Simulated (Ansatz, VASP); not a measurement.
## Two plane-wave programs on Zn

```
Zn
1.0
     2.49330    0.00000    0.00000
     0.00000    2.49330    0.00000
     0.00000    0.00000    2.49330
Zn
1
Direct
  0.00000 0.00000 0.00000
```

Alike in both runs: task single point; functional PBEsol; k mesh 14 × 14 × 14; occupations fermi-dirac, width 0.1 eV; no spin polarisation.

|  | VASP | Ansatz |
| --- | --- | --- |
| version | VASP 6.6.1 | Ansatz 0.2.0 |
| potentials or method | VASP PAW PBE potentials, release 64 (Zn), cutoff 520 eV | plane waves (420 eV) with PAW, scalar-relativistic |
| valence electrons in the cell | 12 | 12 |

|  | VASP | Ansatz | Ansatz less VASP |
| --- | --- | --- | --- |
| pressure (GPa) | 7.0 | 6.6 | -0.40 |

VASP's potentials were made for PBE, not for PBEsol, and Ansatz warns of the same on its side.
